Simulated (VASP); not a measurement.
Here is a VASP 6.6.1 calculation.

INCAR

```
  PREC = Accurate
  ENCUT = 520
  EDIFF = 1E-6
  ISMEAR = -1
  SIGMA = 0.05
  LREAL = F
  LASPH = T
  NELM = 120
  ALGO = Normal
  ISIF = 2
  LWAVE = F
  LCHARG = F
  GGA = PS
  NBANDS = 36
  GGA_COMPAT = F
```

KPOINTS

```
regular mesh
0
Gamma
  1 1 1
```

The input POSCAR:

```
NaH8BrO4
1.0
    5.9739610000      0.0000000000      0.0000000000
    0.0000000000      5.9739610000      0.0000000000
    0.0000000000      0.0000000000      5.9739610000
O H Na Br
4 8 1 1
Direct
   -0.1068805103      0.8208958847      0.8402632692
    0.2275374747      0.8596641324      0.4674955193
    0.8216156751      0.3930725360      0.3481776999
    0.5379345463      0.0898231508      0.7680498751
   -0.0943092866      0.7627267737      0.6884544442
    0.0132407962      0.7574538903      0.9235915668
    0.2273366030      0.7552443011      0.3626404658
    0.1479755224      0.7822950300      0.5961203965
    0.9875190012      0.3970564923      0.2793623862
    0.7280763969      0.2840828723      0.2482272650
    0.5758993070     -0.0560766969      0.8285457505
    0.3938592836      0.0579012819      0.7005904458
    0.8770227994      0.1417819768      0.6381862888
    0.2321910036      0.5124740520     -0.0506698989
```

Potentials or basis: VASP PAW PBE potentials, release 64 (O, H, Na_pv, Br).

Run with:

```console
$ cat potpaw_PBE.64/O/POTCAR potpaw_PBE.64/H/POTCAR potpaw_PBE.64/Na_pv/POTCAR potpaw_PBE.64/Br/POTCAR > POTCAR
$ mpirun -np 1 vasp_gam > vasp.out
```

Predict the pressure.

1.8 GPa.

Estimate the largest force.

7.112 eV/Å.

Stress tensor (GPa, compression positive):
```
 0.56 -3.65  1.22
-3.65  3.44  0.40
 1.22  0.40  1.34
```

Caveat: the k points lie up to 1.05 Å⁻¹ apart; the atoms stand as in a frame of molecular dynamics; the PAW data sets were made with another functional, which shifts forces and pressure a little.
